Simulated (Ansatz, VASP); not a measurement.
Two plane-wave programs on Pt

```
Pt
1.0
     0.00000   -3.16289    3.16289
     3.16289   -3.16289    0.00000
     3.16289    0.00000    3.16289
Pt
4
Direct
  0.00000 0.00000 0.00000
  0.25000 0.25000 0.25000
  0.50000 0.50000 0.50000
  0.75000 0.75000 0.75000
```

Alike in both runs: task single point; functional PBE; k mesh 10 × 10 × 10; occupations gaussian, width 0.15 eV; no spin polarisation.

|  | VASP | Ansatz |
| --- | --- | --- |
| version | VASP 6.6.1 | Ansatz 0.2.0 |
| potentials or method | VASP PAW PBE potentials, release 64 (Pt), cutoff 520 eV | scalar-relativistic, plane waves, PAW |
| valence electrons in the cell | 40 | 72 |

```tsv
	VASP	Ansatz	Ansatz less VASP
gap on the k mesh at the Fermi level (eV)	none	none	-
pressure (GPa)	-0.3	0.2	+0.46
```

A gap of «none» marks a metal or a gap that the smearing closes. VASP's potentials hold 40 valence electrons a cell and Ansatz's 72, so a difference there can come from the potentials and not from the codes.

Neither program's run includes spin-orbit coupling.
